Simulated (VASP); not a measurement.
Set up this calculation in VASP 6.6.1, as the native input.

* Task: single point
* Functional: PBEsol
* Potentials or basis: VASP PAW PBE potentials, release 64 (Pb_d)
* Cutoff: 500 eV
* k mesh: 5 × 5 × 5
* Occupations: fermi-dirac, width 0.1 eV
* Spin: no spin polarisation
* Dipole correction: no
* Further INCAR settings: ALGO = Normal; EDIFF = 1e-06; NBANDS = 13

The structure of Pb lies in POSCAR:

```
Pb
1.0
    0.0000000000      3.0606500000      3.0606500000
    3.0606500000      0.0000000000      3.0606500000
    3.0606500000      3.0606500000      0.0000000000
Pb
1
Direct
    0.0000000000      0.0000000000      0.0000000000
```

One way to write it, as run:

INCAR

```
PREC = Accurate
ENCUT = 500
EDIFF = 1E-6
ISMEAR = -1
SIGMA = 0.1
LREAL = F
LASPH = T
NELM = 120
ALGO = Normal
ISIF = 2
LWAVE = F
LCHARG = T
GGA = PS
LELF = T
LVHAR = T
NBANDS = 13
GGA_COMPAT = F
```

KPOINTS

```
regular mesh
0
Gamma
  5 5 5
```

Potentials or basis: VASP PAW PBE potentials, release 64 (Pb_d).

Launch:

```console
$ cat potpaw_PBE.64/Pb_d/POTCAR > POTCAR
$ mpirun -np 1 vasp_std > vasp.out
```

Results of the run:

```json
{
 "Pressure": "-6.7 GPa",
 "Band gap on the k mesh": "zero (band 7 reaches 5.31 eV, above the bottom of band 8 at 1.89 eV)"
}
```

Caveat: the PAW data sets were made with another functional, which shifts forces and pressure a little; spin-orbit coupling is left out, which moves the levels of the heavy elements.

Run time: 10 s on 1 thread of Intel(R) Xeon(R) Platinum 8375C CPU @ 2.90GHz (Ice Lake), with other jobs on the host, peak memory 0.17 GiB.
